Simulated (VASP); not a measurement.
A run of VASP 6.6.1 is set up as follows.

File INCAR:

```
PREC = Accurate
ENCUT = 520
EDIFF = 1E-6
ISMEAR = 0
SIGMA = 0.01
LREAL = F
LASPH = T
NELM = 80
ALGO = Normal
ISIF = 2
LWAVE = F
LCHARG = F
GGA = PS
NBANDS = 21
```

KPOINTS

```
Automatic mesh
0
Gamma
  9 9 9
```

POSCAR

```
Li4SO
1.0
    1.8432875420      1.0642225585      5.8192509712
   -1.8432875420      1.0642225585      5.8192509712
    0.0000000000     -2.1284451171      5.8192509712
Li S O
4 1 1
Direct
    0.6114477296      0.6114477296      0.6114477296
    0.1364890575      0.1364890575      0.1364890575
    0.8635109425      0.8635109425      0.8635109425
    0.3885522704      0.3885522704      0.3885522704
    0.0000000000      0.0000000000      0.0000000000
    0.5000000000      0.5000000000      0.5000000000
```

Potentials or basis: VASP PAW PBE potentials, release 64 (Li_sv, S, O).

The run is started by

```console
$ cat potpaw_PBE.64/Li_sv/POTCAR potpaw_PBE.64/S/POTCAR potpaw_PBE.64/O/POTCAR > POTCAR
$ mpirun -np 1 vasp_std > vasp.out
```

Q: What does it give for the largest force?

A: 0.009 eV/Å.

Q: What does it give for the band gap on the k mesh?

A: 2.96 eV (least direct gap 3.21 eV).

Forces in eV/Å, atoms in the order of the input:
```
Li   0.000  0.000  0.009
Li   0.000  0.000  0.008
Li   0.000  0.000 -0.008
Li   0.000  0.000 -0.009
S    0.000  0.000  0.000
O    0.000  0.000  0.000
```

Caveat: the PAW data sets were made with another functional, which shifts forces and pressure a little. A k mesh can miss the band edges.
